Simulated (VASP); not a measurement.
# Mg5CdTe6 (P-4m2) in VASP: a series of runs, part 2 of 2

VASP 6.6.1.

### Step 3. Single point, PBE

INCAR reads:

```
SYSTEM = Mg5CdTe6
ALGO = Normal
EDIFF = 1E-6
ENCUT = 520
GGA = PE
ISIF = 2
ISMEAR = 0
LASPH = .TRUE.
LCHARG = .FALSE.
LREAL = .FALSE.
LWAVE = .FALSE.
NBANDS = 41
NELM = 80
PREC = Accurate
SIGMA = 0.02
```

KPOINTS reads:

```
k-points
0
G
  6 6 2
  0 0 0
```

POSCAR reads:

```
Mg5CdTe6
1.0
    4.6198091000      0.0000000000      0.0000000000
    0.0000000000      4.6198091000      0.0000000000
    0.0000000000      0.0000000000     19.5474596000
Mg Cd Te
5 1 6
Direct
    0.0000000000      0.0000000000      0.8314080000
    0.5000000000      0.5000000000      0.6656840000
    0.0000000000      0.0000000000      0.5000000000
    0.5000000000      0.5000000000      0.3343160000
    0.0000000000      0.0000000000      0.1685920000
    0.5000000000      0.5000000000      0.0000000000
    0.5000000000      0.0000000000      0.5828390000
    0.0000000000      0.5000000000      0.4171610000
    0.5000000000      0.0000000000      0.2514470000
    0.0000000000      0.5000000000      0.0862670000
    0.5000000000      0.0000000000      0.9137330000
    0.0000000000      0.5000000000      0.7485530000
```

Potentials or basis: VASP PAW PBE potentials, release 64 (Mg, Cd, Te).

On the command line:

```bash
> cat potpaw_PBE.64/Mg/POTCAR potpaw_PBE.64/Cd/POTCAR potpaw_PBE.64/Te/POTCAR > POTCAR
> mpirun -np 1 vasp_std > vasp.out
```

OUTCAR:

```text
SYSTEM = Mg5CdTe6
   EDIFF = 1E-6
   ENCUT = 520
   GGA = PE
   ISIF = 2
   ISMEAR = 0
   LASPH = .TRUE.
   LREAL = .FALSE.
   NELM = 80
   PREC = Accurate

 ion  position               nearest neighbor table
   1  0.000  0.000  0.831-  11 2.82  11 2.82  12 2.82  12 2.82
   2  0.500  0.500  0.666-   7 2.82   7 2.82  12 2.82  12 2.82
   3  0.000  0.000  0.500-   7 2.82   8 2.82   8 2.82   7 2.82
   4  0.500  0.500  0.334-   8 2.82   8 2.82   9 2.82   9 2.82
   5  0.000  0.000  0.169-  10 2.82  10 2.82   9 2.82   9 2.82
   6  0.500  0.500  0.000-  10 2.86  11 2.86  11 2.86  10 2.86
   7  0.500  0.000  0.583-   3 2.82   3 2.82   2 2.82   2 2.82
   8  0.000  0.500  0.417-   3 2.82   3 2.82   4 2.82   4 2.82
   9  0.500  0.000  0.251-   5 2.82   5 2.82   4 2.82   4 2.82
  10  0.000  0.500  0.086-   5 2.82   5 2.82   6 2.86   6 2.86
  11  0.500  0.000  0.914-   1 2.82   1 2.82   6 2.86   6 2.86
  12  0.000  0.500  0.749-   1 2.82   1 2.82   2 2.82   2 2.82

  LATTYP: Found a simple tetragonal cell.
 ALAT       =     4.6198091000
 C/A-ratio  =     4.2312266972

  Lattice vectors:

 A1 = (   4.6198091000,   0.0000000000,   0.0000000000)
 A2 = (   0.0000000000,   4.6198091000,   0.0000000000)
 A3 = (   0.0000000000,   0.0000000000,  19.5474596000)

Analysis of symmetry for initial positions (statically):
=====================================================================
 Subroutine PRICEL returns:
 Original cell was already a primitive cell.

 Routine SETGRP: Setting up the symmetry group for a
 simple tetragonal supercell.

 Subroutine GETGRP returns: Found  8 space group operations
 (whereof  8 operations were pure point group operations)
 out of a pool of 16 trial point group operations.

The static configuration has the point symmetry D_2d.

Analysis of symmetry for dynamics (positions and initial velocities):
=====================================================================
 Subroutine PRICEL returns:
 Original cell was already a primitive cell.

 Routine SETGRP: Setting up the symmetry group for a
 simple tetragonal supercell.

 Subroutine GETGRP returns: Found  8 space group operations
 (whereof  8 operations were pure point group operations)
 out of a pool of 16 trial point group operations.

The dynamic configuration has the point symmetry D_2d.

 Subroutine INISYM returns: Found  8 space group operations
 (whereof  8 operations are pure point group operations),
 and found     1 'primitive' translations

----------------------------------------------------------------------------------------

                                     Primitive cell

  volume of cell :     417.1943

  direct lattice vectors                    reciprocal lattice vectors
     4.619809100  0.000000000  0.000000000     0.216459161  0.000000000  0.000000000
     0.000000000  4.619809100  0.000000000     0.000000000  0.216459161  0.000000000
     0.000000000  0.000000000 19.547459600     0.000000000  0.000000000  0.051157543

  length of vectors
     4.619809100  4.619809100 19.547459600     0.216459161  0.216459161  0.051157543

  position of ions in fractional coordinates (direct lattice)
     0.000000000  0.000000000  0.831408000
     0.500000000  0.500000000  0.665684000
     0.000000000  0.000000000  0.500000000
[... 75 lines left out ...]
   total plane-waves  NPLWV = 194400
   dimension x,y,z NGX =    36 NGY =   36 NGZ =  150
   dimension x,y,z NGXF=    72 NGYF=   72 NGZF=  300
   ions per type =               5   1   6
   NGX,Y,Z   is equivalent  to a cutoff of  12.95, 12.95, 12.76 a.u.
   NGXF,Y,Z  is equivalent  to a cutoff of  25.91, 25.91, 25.51 a.u.
 SYSTEM =  Mg5CdTe6
   PREC   = accura    normal or accurate (medium, high low for compatibility)
   ISTART =      0    job   : 0-new  1-cont  2-samecut
   ICHARG =      2    charge: 1-file 2-atom 10-const
   ISPIN  =      1    spin polarized calculation?
   LNONCOLLINEAR =      F non collinear calculations
   LSORBIT =      F    spin-orbit coupling
   LASPH  =      T    aspherical Exc in radial PAW
   ENCUT  =  520.0 eV  38.22 Ry    6.18 a.u.   8.59  8.59 36.35*2*pi/ulx,y,z
   NELM   =     80;   NELMIN=  2; NELMDL= -5     # of ELM steps
   EDIFF  = 0.1E-05   stopping-criterion for ELM
   LREAL  =      F    real-space projection
   EDIFFG = 0.1E-04   stopping-criterion for IOM
   NSW    =      0    number of steps for IOM
   IBRION =     -1    ionic relax: 0-MD 1-quasi-New 2-CG
   NFREE  =      0    steps in history (QN), initial steepest desc. (CG)
   ISIF   =      2    stress and relaxation
   ISYM   =      2    0-nonsym 1-usesym 2-fastsym
   POTIM  = 0.5000    time-step for ionic-motion
   TEBEG  =    0.0;   TEEND  =   0.0 temperature during run
   PSTRESS=    0.0 pullay stress
   NELECT =      58.0000    total number of electrons
   NUPDOWN=      -1.0000    fix difference up-down
   EMIN   =  10.00;   EMAX   =-10.00  energy-range for DOS
   EFERMI =   0.00;   METHOD = LEGACY
   ISMEAR =     0;   SIGMA  =   0.02  broadening in eV -4-tet -1-fermi 0-gaus
   EFERMI_NEDOS =   21; number of points for ismear=-14 and -15
   IALGO  =     38    algorithm
   IMIX   =      4    mixing-type and parameters
     AMIX     =   0.40;   BMIX     =  1.00
     AMIX_MAG =   1.60;   BMIX_MAG =  1.00
  volume/ion in A,a.u.               =      34.77       234.61
  Fermi-wavevector in a.u.,A,eV,Ry     =   0.848082  1.602643  9.785905  0.719244
  Thomas-Fermi vector in A             =   1.963690
   LORBIT       =      0    0 simple, 1 ext, 2 COOP (PROOUT), +10 PAW based schemes
   GGA     = PE    functional components
   LHFCALC =     F    Hartree Fock is set to
   AEXX    =    0.0000 exact exchange contribution
   IVDW    =     0    specifies the selected vdW correction
   LEPSILON=     F    determine dielectric tensor
   LRPA    =     F    only Hartree local field effects (RPA)
 non-spin polarized calculation
 Gauss-broadening in eV      SIGMA  =   0.02
  energy-cutoff  :      520.00
  volume of cell :      417.19
 maximum number of plane-waves:     11280
 NGX is ok and might be reduce to    36
   NGX = 17   NGY = 17   NGZ = 73

 number of electron      57.9999995 magnetization

 Free energy of the ion-electron system (eV)
  ---------------------------------------------------
  ext. energy  EPLUGINS =         0.00000000
  ---------------------------------------------------
  free energy    TOTEN  =       -36.81538451 eV

  energy without entropy =      -36.81538451  energy(sigma->0) =      -36.81538451

 E-fermi :   1.8783     XC(G=0):  -7.8593

 val. band max:        1.7912671936   @ k =   0.0000   0.0000   0.0000
 cond. band min:       3.6853261492   @ k =   0.0000   0.0000   0.0000
 fundamental gap:      1.8940589556
 Fermi energy:         1.8783383687

 k-point     1 :       0.0000    0.0000    0.0000
  band No.  band energies     occupation
      1      -8.5096      2.00000
      2      -8.3499      2.00000
      3      -8.3377      2.00000
      4      -8.0620      2.00000
      5      -7.9364      2.00000
      6      -7.7591      2.00000
[... 869 lines left out ...]
     40       6.9301      0.00000
     41       7.1647      0.00000

------------------------ aborting loop because EDIFF is reached ----------------------------------------

  FORCE on cell =-STRESS in cart. coord.  units (eV):
  Direction    XX          YY          ZZ          XY          YZ          ZX
  --------------------------------------------------------------------------------------
  -------------------------------------------------------------------------------------
  Total        0.0042838      0.0042838     -0.0082943      0.0000000      0.0000000      0.0000000
  in kB        0.0164515      0.0164515     -0.0318531      0.0000000      0.0000000      0.0000000
  external PRESSURE =       0.0003499 kB  Pullay stress =       0.0000000 kB

 VOLUME and BASIS-vectors are now :
 -----------------------------------------------------------------------------
  energy-cutoff  :      520.00
  volume of cell :      417.19
      direct lattice vectors                 reciprocal lattice vectors
     4.619809100  0.000000000  0.000000000     0.216459161  0.000000000  0.000000000
     0.000000000  4.619809100  0.000000000     0.000000000  0.216459161  0.000000000
     0.000000000  0.000000000 19.547459600     0.000000000  0.000000000  0.051157543

 POSITION                                       TOTAL-FORCE (eV/Angst)
 -----------------------------------------------------------------------------------
      0.00000      0.00000     16.25191        -0.000000      0.000000     -0.000462
      2.30990      2.30990     13.01243         0.000000      0.000000      0.000259
      0.00000      0.00000      9.77373        -0.000000      0.000000     -0.000000
      2.30990      2.30990      6.53503        -0.000000     -0.000000     -0.000259
      0.00000      0.00000      3.29555        -0.000000      0.000000      0.000462
      2.30990      2.30990      0.00000        -0.000000      0.000000     -0.000000
      2.30990      0.00000     11.39302        -0.000000      0.000000      0.000269
      0.00000      2.30990      8.15444        -0.000000      0.000000     -0.000269
      2.30990      0.00000      4.91515        -0.000000      0.000000      0.000320
      0.00000      2.30990      1.68630        -0.000000      0.000000      0.018718
      2.30990      0.00000     17.86116        -0.000000      0.000000     -0.018718
      0.00000      2.30990     14.63231        -0.000000      0.000000     -0.000320
 -----------------------------------------------------------------------------------
    total drift:                                0.000000      0.000000     -0.000000

  FREE ENERGIE OF THE ION-ELECTRON SYSTEM (eV)
  ---------------------------------------------------
  free  energy   TOTEN  =       -36.8153845067 eV

  energy  without entropy=      -36.8153845067  energy(sigma->0) =      -36.81538451
```

Wall time 7.3 min (1 thread of Intel Xeon Platinum 8259CL at 2.50GHz (Skylake/Cascade Lake), shared host); peak memory 0.64 GiB.

Results:

| Property | Result |
| --- | --- |
| Free energy | -36.8154 eV |
| Pressure | 0.0 GPa |
| Largest force | 0.019 eV/Å |
| Band gap on the k mesh | 1.89 eV |

Forces in eV/Å, atoms in the order of the input:
```
Mg   0.000  0.000  0.000
Mg   0.000  0.000  0.000
Mg   0.000  0.000  0.000
Mg   0.000  0.000  0.000
Mg   0.000  0.000  0.000
Cd   0.000  0.000  0.000
Te   0.000  0.000  0.000
Te   0.000  0.000  0.000
Te   0.000  0.000  0.000
Te   0.000  0.000  0.019
Te   0.000  0.000 -0.019
Te   0.000  0.000  0.000
```

Caveat: spin-orbit coupling is left out, which moves the levels of the heavy elements. A k mesh can miss the band edges.
